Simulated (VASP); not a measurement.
# HgTe (Coloradoite) (F-43m) in VASP: notebook

The runs below take HgTe (Coloradoite) through single point, with RPBE+D4.

Program: VASP 6.6.1. These are calculated values, not measurements. Logs are shortened: lines on timing, memory, paths and dates and some standing lists are left out, and cuts for length are marked.

## Step 1: The cell of the first run

It takes space group F-43m (No. 216, cubic). The conventional cell has a = 6.342 Å, b = 6.342 Å, c = 6.342 Å, α = 90.00°, β = 90.00°, γ = 90.00°. Within 3.6 Å of Hg (site symmetry -43m) lie 4 Te at 2.75 Å. Within 3.6 Å of Te (site symmetry -43m) lie 4 Hg at 2.75 Å.

## Step 2: Single point, RPBE+D4

File INCAR:

```
PREC = Accurate
ENCUT = 520
EDIFF = 1E-6
ISMEAR = -1
SIGMA = 0.05
LREAL = F
LASPH = T
NELM = 60
ALGO = Normal
ISIF = 2
LWAVE = F
LCHARG = F
GGA = RP
IVDW = 13
NBANDS = 16
```

File KPOINTS:

```
regular mesh
0
Gamma
  7 7 7
```

File POSCAR:

```
HgTe
1.0
    0.0000000000      3.1710554852      3.1710554852
    3.1710554852      0.0000000000      3.1710554852
    3.1710554852      3.1710554852      0.0000000000
Hg Te
1 1
Direct
    0.0000000000      0.0000000000      0.0000000000
    0.7500000000      0.7500000000      0.7500000000
```

Potentials or basis: VASP PAW PBE potentials, release 64 (Hg, Te).

Started as:

```console
> cat potpaw_PBE.64/Hg/POTCAR potpaw_PBE.64/Te/POTCAR > POTCAR
> mpirun -np 1 vasp_std > vasp.out
```

OUTCAR:

```text
PREC = Accurate
   ENCUT = 520
   EDIFF = 1E-6
   ISMEAR = -1
   LREAL = F
   LASPH = T
   NELM = 60
   ISIF = 2
   GGA = RP
   IVDW = 13

 ion  position               nearest neighbor table
   1  0.000  0.000  0.000-   2 2.75   2 2.75   2 2.75   2 2.75
   2  0.750  0.750  0.750-   1 2.75   1 2.75   1 2.75   1 2.75

  LATTYP: Found a face centered cubic cell.
 ALAT       =     6.3421109704

  Lattice vectors:

 A1 = (   0.0000000000,   3.1710554852,   3.1710554852)
 A2 = (   3.1710554852,   0.0000000000,   3.1710554852)
 A3 = (   3.1710554852,   3.1710554852,   0.0000000000)

Analysis of symmetry for initial positions (statically):
=====================================================================
 Subroutine PRICEL returns:
 Original cell was already a primitive cell.

 Routine SETGRP: Setting up the symmetry group for a
 face centered cubic supercell.

 Subroutine GETGRP returns: Found 24 space group operations
 (whereof 24 operations were pure point group operations)
 out of a pool of 48 trial point group operations.

The static configuration has the point symmetry T_d .

Analysis of symmetry for dynamics (positions and initial velocities):
=====================================================================
 Subroutine PRICEL returns:
 Original cell was already a primitive cell.

 Routine SETGRP: Setting up the symmetry group for a
 face centered cubic supercell.

 Subroutine GETGRP returns: Found 24 space group operations
 (whereof 24 operations were pure point group operations)
 out of a pool of 48 trial point group operations.

The dynamic configuration has the point symmetry T_d .

 Subroutine INISYM returns: Found 24 space group operations
 (whereof 24 operations are pure point group operations),
 and found     1 'primitive' translations

----------------------------------------------------------------------------------------

                                     Primitive cell

  volume of cell :      63.7737

  direct lattice vectors                    reciprocal lattice vectors
     0.000000000  3.171055485  3.171055485    -0.157676207  0.157676207  0.157676207
     3.171055485  0.000000000  3.171055485     0.157676207 -0.157676207  0.157676207
     3.171055485  3.171055485  0.000000000     0.157676207  0.157676207 -0.157676207

  length of vectors
     4.484549674  4.484549674  4.484549674     0.273103201  0.273103201  0.273103201

  position of ions in fractional coordinates (direct lattice)
     0.000000000  0.000000000  0.000000000
     0.750000000  0.750000000  0.750000000

  ion indices of the primitive-cell ions
   primitive index   ion index
                 1           1
                 2           2

----------------------------------------------------------------------------------------

 KPOINTS: regular mesh

Automatic generation of k-mesh.
 Grid dimensions read from file:
 generate k-points for:    7    7    7

 Generating k-lattice:

  Cartesian coordinates                     Fractional coordinates (reciprocal lattice)
    -0.022525172  0.022525172  0.022525172     0.142857143  0.000000000  0.000000000
     0.022525172 -0.022525172  0.022525172     0.000000000  0.142857143  0.000000000
     0.022525172  0.022525172 -0.022525172     0.000000000  0.000000000  0.142857143

  Length of vectors
     0.039014743  0.039014743  0.039014743

  Shift w.r.t. Gamma in fractional coordinates (k-lattice)
     0.000000000  0.000000000  0.000000000

 Subroutine IBZKPT returns following result:
 ===========================================

 Found     20 irreducible k-points:

 Following reciprocal coordinates:
            Coordinates               Weight
  0.000000  0.000000  0.000000      1.000000
  0.142857  0.000000  0.000000      8.000000
  0.285714  0.000000  0.000000      8.000000
  0.428571  0.000000  0.000000      8.000000
  0.142857  0.142857  0.000000      6.000000
  0.285714  0.142857  0.000000     24.000000
[... 12 lines left out ...]
 -0.428571  0.428571  0.142857     24.000000
 -0.285714  0.428571  0.142857     24.000000
   k-points           NKPTS =     20   k-points in BZ     NKDIM =     20   number of bands    NBANDS=     16
   number of dos      NEDOS =    301   number of ions     NIONS =      2
   total plane-waves  NPLWV =  46656
   dimension x,y,z NGX =    36 NGY =   36 NGZ =   36
   dimension x,y,z NGXF=    72 NGYF=   72 NGZF=   72
   ions per type =               1   1
   NGX,Y,Z   is equivalent  to a cutoff of  13.35, 13.35, 13.35 a.u.
   NGXF,Y,Z  is equivalent  to a cutoff of  26.69, 26.69, 26.69 a.u.
 SYSTEM =  unknown system
   PREC   = accura    normal or accurate (medium, high low for compatibility)
   ISTART =      0    job   : 0-new  1-cont  2-samecut
   ICHARG =      2    charge: 1-file 2-atom 10-const
   ISPIN  =      1    spin polarized calculation?
   LNONCOLLINEAR =      F non collinear calculations
   LSORBIT =      F    spin-orbit coupling
   LASPH  =      T    aspherical Exc in radial PAW
   ENCUT  =  520.0 eV  38.22 Ry    6.18 a.u.   8.34  8.34  8.34*2*pi/ulx,y,z
   NELM   =     60;   NELMIN=  2; NELMDL= -5     # of ELM steps
   EDIFF  = 0.1E-05   stopping-criterion for ELM
   LREAL  =      F    real-space projection
   EDIFFG = 0.1E-04   stopping-criterion for IOM
   NSW    =      0    number of steps for IOM
   IBRION =     -1    ionic relax: 0-MD 1-quasi-New 2-CG
   NFREE  =      0    steps in history (QN), initial steepest desc. (CG)
   ISIF   =      2    stress and relaxation
   ISYM   =      2    0-nonsym 1-usesym 2-fastsym
   POTIM  = 0.5000    time-step for ionic-motion
   TEBEG  =    0.0;   TEEND  =   0.0 temperature during run
   PSTRESS=    0.0 pullay stress
   NELECT =      18.0000    total number of electrons
   NUPDOWN=      -1.0000    fix difference up-down
   EMIN   =  10.00;   EMAX   =-10.00  energy-range for DOS
   EFERMI =   0.00;   METHOD = LEGACY
   ISMEAR =    -1;   SIGMA  =   0.05  broadening in eV -4-tet -1-fermi 0-gaus
   EFERMI_NEDOS =   21; number of points for ismear=-14 and -15
   IALGO  =     38    algorithm
   IMIX   =      4    mixing-type and parameters
     AMIX     =   0.40;   BMIX     =  1.00
     AMIX_MAG =   1.60;   BMIX_MAG =  1.00
  volume/ion in A,a.u.               =      31.89       215.18
  Fermi-wavevector in a.u.,A,eV,Ry     =   1.073870  2.029321 15.690203  1.153197
  Thomas-Fermi vector in A             =   2.209682
   LORBIT       =      0    0 simple, 1 ext, 2 COOP (PROOUT), +10 PAW based schemes
   GGA     = RP    functional components
   LHFCALC =     F    Hartree Fock is set to
   AEXX    =    0.0000 exact exchange contribution
   IVDW    =    13    specifies the selected vdW correction
   LEPSILON=     F    determine dielectric tensor
   LRPA    =     F    only Hartree local field effects (RPA)
 non-spin polarized calculation
  energy-cutoff  :      520.00
  volume of cell :       63.77
 maximum number of plane-waves:      1759
 NGX is ok and might be reduce to    36
   NGX = 17   NGY = 17   NGZ = 17

 number of electron      17.9999998 magnetization

 Free energy of the ion-electron system (eV)
  ---------------------------------------------------
  ext. energy  EPLUGINS =         0.00000000
  ---------------------------------------------------
  free energy    TOTEN  =        -2.65475056 eV

  energy without entropy =       -2.65409902  energy(sigma->0) =       -2.65442479

 E-fermi :   3.8793     XC(G=0):  -8.8033

 val. band max:        3.8407170811   @ k =   0.0000   0.0000   0.0000
 cond. band min:       4.6520923227   @ k =   0.4286   0.0000   0.0000
 fundamental gap:      0.8113752415
 Fermi energy:         3.8793449706

 k-point     1 :       0.0000    0.0000    0.0000
  band No.  band energies     occupation
      1      -8.5414      2.00000
      2      -3.8747      2.00000
      3      -3.8747      2.00000
      4      -3.8747      2.00000
      5      -3.2767      2.00000
      6      -3.2767      2.00000
[... 8 lines left out ...]
     15      13.4734      0.00000
     16      13.4734      0.00000

 k-point     2 :       0.1429    0.0000    0.0000
  band No.  band energies     occupation
      1      -8.4309      2.00000
      2      -3.8438      2.00000
      3      -3.8438      2.00000
      4      -3.8347      2.00000
      5      -3.2797      2.00000
      6      -3.2797      2.00000
[... 8 lines left out ...]
     15      12.5606      0.00000
     16      12.5606      0.00000

 k-point     3 :       0.2857    0.0000    0.0000
  band No.  band energies     occupation
      1      -8.1667      2.00000
      2      -3.7812      2.00000
      3      -3.7812      2.00000
      4      -3.6346      2.00000
      5      -3.2752      2.00000
      6      -3.2752      2.00000
[... 8 lines left out ...]
     15      12.5299      0.00000
     16      12.5299      0.00000

 k-point     4 :       0.4286    0.0000    0.0000
  band No.  band energies     occupation
      1      -7.9381      2.00000
      2      -3.7412      2.00000
      3      -3.7412      2.00000
      4      -3.2564      2.00000
      5      -3.2564      2.00000
      6      -3.1306      2.00000
[... 8 lines left out ...]
     15      13.6056      0.00000
     16      13.6056      0.00000

 k-point     5 :       0.1429    0.1429    0.0000
  band No.  band energies     occupation
      1      -8.3936      2.00000
      2      -3.8623      2.00000
      3      -3.8133      2.00000
      4      -3.8133      2.00000
      5      -3.2984      2.00000
      6      -3.2635      2.00000
[... 8 lines left out ...]
     15      12.1669      0.00000
     16      13.5630      0.00000

 k-point     6 :       0.2857    0.1429    0.0000
  band No.  band energies     occupation
      1      -8.1787      2.00000
      2      -3.8038      2.00000
      3      -3.7440      2.00000
      4      -3.6995      2.00000
      5      -3.2999      2.00000
      6      -3.2521      2.00000
[... 8 lines left out ...]
     15      13.1222      0.00000
     16      13.3687      0.00000

 k-point     7 :       0.4286    0.1429    0.0000
  band No.  band energies     occupation
      1      -7.9334      2.00000
      2      -3.7398      2.00000
      3      -3.6961      2.00000
      4      -3.4076      2.00000
      5      -3.2438      2.00000
      6      -3.1832      2.00000
[... 8 lines left out ...]
     15      13.3041      0.00000
     16      14.0605      0.00000

 k-point     8 :      -0.4286    0.1429    0.0000
  band No.  band energies     occupation
      1      -7.8543      2.00000
      2      -3.7182      2.00000
      3      -3.6960      2.00000
      4      -3.2887      2.00000
      5      -3.2615      2.00000
      6      -2.9209      2.00000
[... 8 lines left out ...]
     15      13.4175      0.00000
     16      13.6218      0.00000

 k-point     9 :      -0.2857    0.1429    0.0000
  band No.  band energies     occupation
      1      -8.0103      2.00000
      2      -3.7403      2.00000
      3      -3.7309      2.00000
      4      -3.4824      2.00000
      5      -3.2940      2.00000
      6      -3.2275      2.00000
[... 8 lines left out ...]
     15      12.7821      0.00000
     16      14.1950      0.00000
[... 96 lines left out ...]
 k-point    15 :       0.4286    0.4286    0.0000
  band No.  band energies     occupation
      1      -7.7254      2.00000
      2      -3.7056      2.00000
      3      -3.5094      2.00000
      4      -3.5094      2.00000
      5      -3.2094      2.00000
      6      -2.9411      2.00000
[... 8 lines left out ...]
     15      14.0752      0.00000
     16      16.0659      0.00000

 k-point    16 :      -0.4286    0.4286    0.0000
  band No.  band energies     occupation
      1      -7.6808      2.00000
      2      -3.6777      2.00000
      3      -3.5086      2.00000
      4      -3.4692      2.00000
      5      -3.2219      2.00000
      6      -2.6755      2.00000
[... 8 lines left out ...]
     15      14.2203      0.00000
     16      15.6712      0.00000

 k-point    17 :       0.4286    0.2857    0.1429
  band No.  band energies     occupation
      1      -7.9703      2.00000
      2      -3.7335      2.00000
      3      -3.6812      2.00000
      4      -3.5494      2.00000
      5      -3.2688      2.00000
      6      -3.2194      2.00000
[... 8 lines left out ...]
     15      14.2657      0.00000
     16      14.5220      0.00000

 k-point    18 :      -0.4286    0.2857    0.1429
  band No.  band energies     occupation
      1      -7.7951      2.00000
      2      -3.6809      2.00000
      3      -3.6443      2.00000
      4      -3.3633      2.00000
      5      -3.2640      2.00000
      6      -2.9428      2.00000
[... 8 lines left out ...]
     15      13.9172      0.00000
     16      14.6220      0.00000

 k-point    19 :      -0.4286    0.4286    0.1429
  band No.  band energies     occupation
      1      -7.7171      2.00000
      2      -3.6597      2.00000
      3      -3.5657      2.00000
      4      -3.4468      2.00000
      5      -3.2406      2.00000
      6      -2.8168      2.00000
[... 8 lines left out ...]
     15      14.7690      0.00000
     16      15.1491      0.00000

 k-point    20 :      -0.2857    0.4286    0.1429
  band No.  band energies     occupation
      1      -7.6976      2.00000
      2      -3.6462      2.00000
      3      -3.5773      2.00000
      4      -3.3540      2.00000
      5      -3.2941      2.00000
      6      -2.6369      2.00000
[... 8 lines left out ...]
     15      14.0923      0.00000
     16      16.0023      0.00000

------------------------ aborting loop because EDIFF is reached ----------------------------------------

  DFT-D4 for vdW energy calculation

  Edisp (eV):   -1.44304

  FORCE on cell =-STRESS in cart. coord.  units (eV):
  Direction    XX          YY          ZZ          XY          YZ          ZX
  --------------------------------------------------------------------------------------
  -------------------------------------------------------------------------------------
  Total       1.84248     1.84248     1.84248     0.00000     0.00000     0.00000
  in kB      46.28833    46.28833    46.28833     0.00000     0.00000     0.00000
  external pressure =       46.29 kB  Pullay stress =        0.00 kB

 VOLUME and BASIS-vectors are now :
 -----------------------------------------------------------------------------
  energy-cutoff  :      520.00
  volume of cell :       63.77
      direct lattice vectors                 reciprocal lattice vectors
     0.000000000  3.171055485  3.171055485    -0.157676207  0.157676207  0.157676207
     3.171055485  0.000000000  3.171055485     0.157676207 -0.157676207  0.157676207
     3.171055485  3.171055485  0.000000000     0.157676207  0.157676207 -0.157676207

 POSITION                                       TOTAL-FORCE (eV/Angst)
 -----------------------------------------------------------------------------------
      0.00000      0.00000      0.00000        -0.000000     -0.000000     -0.000000
      4.75658      4.75658      4.75658         0.000000      0.000000      0.000000
 -----------------------------------------------------------------------------------
    total drift:                                0.000000      0.000000      0.000000

  FREE ENERGIE OF THE ION-ELECTRON SYSTEM (eV)
  ---------------------------------------------------
  free  energy   TOTEN  =        -4.0977951483 eV

  energy  without entropy=       -4.0971436020  energy(sigma->0) =       -4.09746938
```

Run time: 15 s. Hardware: 1 thread of Intel Xeon 6975P-C (Granite Rapids), shared host; peak memory 0.21 GiB.

Results:

```yaml
Free_energy: -4.0978 eV
Pressure: 4.6 GPa
Band_gap_on_the_k_mesh: zero (filled and empty bands touch)
Dispersion_energy_per_atom: -0.722 eV
```

Caveat: the PAW data sets were made with another functional, which shifts forces and pressure a little; spin-orbit coupling is left out, which moves the levels of the heavy elements; pairwise dispersion overbinds metals, which lowers pressure and volume.

(Continued in part 2 of 2.)
